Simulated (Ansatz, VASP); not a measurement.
## C: VASP beside Ansatz

```xyz
4
Lattice="2.4700 0.0000 0.0000 -1.2350 2.1391 0.0000 0.0000 0.0000 6.7900" Properties=species:S:1:pos:R:3 pbc="T T T"
C     0.0000    0.0000    0.0000
C     0.0000    0.0000    3.3950
C     0.0000    1.4261    0.0340
C     1.2350    0.7130    3.4289
```

Alike in both runs: task single point; functional PBE; k mesh 18 × 18 × 6; occupations gaussian, width 0.05 eV; no spin polarisation.

|  | VASP | Ansatz |
| --- | --- | --- |
| version | VASP 6.6.1 | Ansatz 0.2.0 |
| potentials or method | VASP PAW PBE potentials, release 64 (C), cutoff 520 eV | scalar-relativistic, plane waves, PAW |
| valence electrons in the cell | 16 | 16 |

Ansatz gave:

| Quantity | Value |
| --- | --- |
| pressure (GPa) | -0.4 |
| traceless stress, the component that is largest in VASP (GPa) | 3.31 |
| rms of the force components (eV/Å) | 0.329 |

Estimate VASP's values.

pressure (GPa): 0.0; traceless stress, the component that is largest in VASP (GPa): 2.78; rms of the force components (eV/Å): 0.328.

Atom by atom the forces differ by 0.001 eV/Å (rms over components). With one functional, cell and mesh, what is left measures potentials, basis and numerics.
